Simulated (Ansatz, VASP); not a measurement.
# One calculation of WC, two programs

Contents of POSCAR:

```
WC
1.0
    0.0000000000      2.1926840000      2.1926840000
    2.1926840000      0.0000000000      2.1926840000
    2.1926840000      2.1926840000      0.0000000000
W C
1 1
Direct
    0.0228031034      0.0228031034     -0.0228031034
    0.5000000000      0.5000000000      0.5000000000
```

Contents of INCAR.step1:

```
ALGO = Normal
EDIFF = 1E-4
ENCUT = 520
GGA = PE
ISMEAR = 0
LASPH = True
LCHARG = False
LREAL = False
LWAVE = True
NBANDS = 16
NELM = 80
PREC = Accurate
SIGMA = 0.15
```

INCAR.step2

```
ALGO = Normal
EDIFF = 1E-7
ENCUT = 520
ISIF = 2
ISMEAR = 0
ISTART = 1
LASPH = True
LCHARG = True
LELF = True
LMIXTAU = True
LREAL = False
LVHAR = True
LWAVE = False
METAGGA = R2SCAN
NBANDS = 16
NELM = 80
PREC = Accurate
SIGMA = 0.15
```

File KPOINTS:

```
k-points
0
Gamma
  18 18 18
```

Input for Ansatz:

```yaml
crystal:
  lattice:
    - [0.0, 2.192684, 2.192684]
    - [2.192684, 0.0, 2.192684]
    - [2.192684, 2.192684, 0.0]
  atoms:
    - { symbol: W, position: [0.0228031034, 0.0228031034, -0.0228031034] }
    - { symbol: C, position: [0.5, 0.5, 0.5] }
basis:
  ecutwfc: 500
kpoints:
  mp_grid: { grid: [18, 18, 18] }
hamiltonian:
  xc: r2scan
scf:
  occupations: { method: gaussian, width: 0.15 }
output:
  forces: true
  stress: true
  eigenvalues: true
```

Change from the starting cell: all W atoms moved -0.100 Å, as atom 1 towards its neighbour atom 2 (C) at 2.193 Å.

Alike in both runs: task single point; functional r2SCAN; k mesh 18 × 18 × 18; occupations gaussian, width 0.15 eV; no spin polarisation.

```csv
,VASP,Ansatz
version,VASP 6.6.1,Ansatz 0.2.0
potentials or method,"VASP PAW PBE potentials, release 64 (W_sv, C), cutoff 520 eV","scalar-relativistic, plane waves, PAW"
valence electrons in the cell,18,18
```

Ansatz gave:

```
gap on the k mesh at the Fermi level (eV)                     : none
pressure (GPa)                                                : -3.7
traceless stress, the component that is largest in VASP (GPa) : 3.48
rms of the force components (eV/Å)                            : 0.349
```

**Question.** Which values does VASP return?

**Answer.** gap on the k mesh at the Fermi level (eV): none; pressure (GPa): -2.0; traceless stress, the component that is largest in VASP (GPa): 3.60; rms of the force components (eV/Å): 0.354.

VASP's potentials were made for PBE, not for r2SCAN. Atom by atom the forces differ by 0.005 eV/Å (rms over components). A gap of «none» marks a metal or a gap that the smearing closes. The functional is the same, so the differences come from potentials, cutoffs and numerics.

Spin-orbit coupling is off throughout.
